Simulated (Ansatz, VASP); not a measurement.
**Two plane-wave programs on Te**

```xyz
2
Lattice="0.0000 3.5764 3.5764 3.5764 0.0000 3.5764 3.5764 3.5764 0.0000" Properties=species:S:1:pos:R:3 pbc="T T T"
Te    0.8941    0.8941    0.8941
Te    6.2586    6.2586    6.2586
```

Alike in both runs: task single point; functional PBEsol; k mesh 9 × 9 × 9; occupations fermi-dirac, width 0.1 eV; no spin polarisation.

|  | VASP | Ansatz |
| --- | --- | --- |
| version | VASP 6.6.1 | Ansatz 0.2.0 |
| potentials or method | VASP PAW PBE potentials, release 64 (Te), cutoff 520 eV | plane waves (420 eV) with PAW, scalar-relativistic |
| valence electrons in the cell | 12 | 32 |

|  | VASP | Ansatz | Ansatz less VASP |
| --- | --- | --- | --- |
| pressure (GPa) | -1.1 | -1.1 | -0.02 |

VASP's potentials were made for PBE, not for PBEsol, and Ansatz warns of the same on its side. VASP's potentials hold 12 valence electrons a cell and Ansatz's 32, so a difference there can come from the potentials and not from the codes.

Neither program's run includes spin-orbit coupling.
